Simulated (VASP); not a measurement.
A run of VASP 6.6.1 is set up as follows.

Contents of POSCAR:

```
Pt
1.0
    2.7558249768      0.0000000000      0.0000000000
   -1.3779124884      2.3866144383      0.0000000000
    0.0000000000      0.0000000000      6.9339715245
Pt
3
Direct
    0.0000000000      0.0000000000      0.0000000000
    0.3333333333      0.6666666667      0.3333333333
    0.6666666667      0.3333333333      0.6666666667
```

File INCAR.step1:

```
PREC = Accurate
ENCUT = 520
ISMEAR = 1
SIGMA = 0.1
LREAL = False
LASPH = True
NELM = 60
NBANDS = 22
GGA = PE
ALGO = Normal
EDIFF = 1E-4
LWAVE = True
LCHARG = False
```

INCAR.step2

```
PREC = Accurate
ENCUT = 520
EDIFF = 1E-7
ISMEAR = 1
SIGMA = 0.1
LREAL = False
LASPH = True
NELM = 60
ALGO = Normal
ISIF = 2
LWAVE = False
LCHARG = True
METAGGA = R2SCAN
LMIXTAU = True
LELF = True
LVHAR = True
NBANDS = 22
ISTART = 1
```

File KPOINTS:

```
Automatic mesh
0
Gamma
  18 18 8
```

Potentials or basis: VASP PAW PBE potentials, release 64 (Pt).

Launch:

```console
$ cat potpaw_PBE.64/Pt/POTCAR > POTCAR
$ cp INCAR.step1 INCAR
$ mpirun -np 1 vasp_std > vasp.out
$ cp INCAR.step2 INCAR
$ mpirun -np 1 vasp_std > vasp.out
```

**Question.** Estimate the pressure.

**Answer.** 2.5 GPa.

**Question.** Predict the band gap on the k mesh.

**Answer.** Zero (bands 15 and 16 overlap by 1.93 eV).

Stress tensor (GPa, compression positive):
```
3.45 0.00 0.00
0.00 3.45 0.00
0.00 0.00 0.59
```

Caveat: the PAW data sets were made with another functional, which shifts forces and pressure a little; spin-orbit coupling is left out, which moves the levels of the heavy elements.
